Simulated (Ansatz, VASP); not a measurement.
# One calculation of CaSe, two programs

INCAR

```
ALGO = Normal ; EDIFF = 1E-6
ENCUT = 500 ; GGA = PE
GGA_COMPAT = F ; ISIF = 2
ISMEAR = 1 ; LASPH = T
LCHARG = F ; LREAL = F
LWAVE = F ; NBANDS = 15
NELM = 120 ; PREC = Accurate
SIGMA = 0.2
```

Contents of KPOINTS:

```
k-points
0
Gamma
  7 7 7
```

The input POSCAR:

```
CaSe
1.0
    0.0000000000      2.9560000000      2.9560000000
    2.9560000000      0.0000000000      2.9560000000
    2.9560000000      2.9560000000      0.0000000000
Ca Se
1 1
Direct
    0.0000000000      0.0000000000      0.0000000000
    0.5000000000      0.5000000000      0.5000000000
```

Input for Ansatz:

```yaml
crystal:
  lattice:
    - [0.0, 2.956, 2.956]
    - [2.956, 0.0, 2.956]
    - [2.956, 2.956, 0.0]
  atoms:
    - { symbol: Ca, position: [0.0, 0.0, 0.0] }
    - { symbol: Se, position: [0.5, 0.5, 0.5] }
kpoints:
  mp_grid: { grid: [7, 7, 7] }
scf:
  occupations: { method: methfessel_paxton, width: 0.2 }
hamiltonian:
  xc: pbe
  pseudopotentials: { kind: all_electron, lapw: { basis_error: 0.001 } }
output:
  forces: true
  stress: true
  eigenvalues: true
```

Alike in both runs: task single point; functional PBE; k mesh 7 × 7 × 7; occupations methfessel-paxton of order 1, width 0.2 eV; no spin polarisation.

|  | VASP | Ansatz |
| --- | --- | --- |
| version | VASP 6.6.1 | Ansatz 0.2.0 |
| potentials or method | VASP PAW PBE potentials, release 64 (Ca_sv, Se), cutoff 500 eV | all-electron LAPW, scalar-relativistic |

VASP gave:

```
gap on the k mesh at the Fermi level (eV) : 2.08
pressure (GPa)                            : 1.3
```

Q: Estimate Ansatz's values.

A: gap on the k mesh at the Fermi level (eV): 2.09; pressure (GPa): 1.2.

Ansatz ran all-electron here, and VASP with PAW potentials.
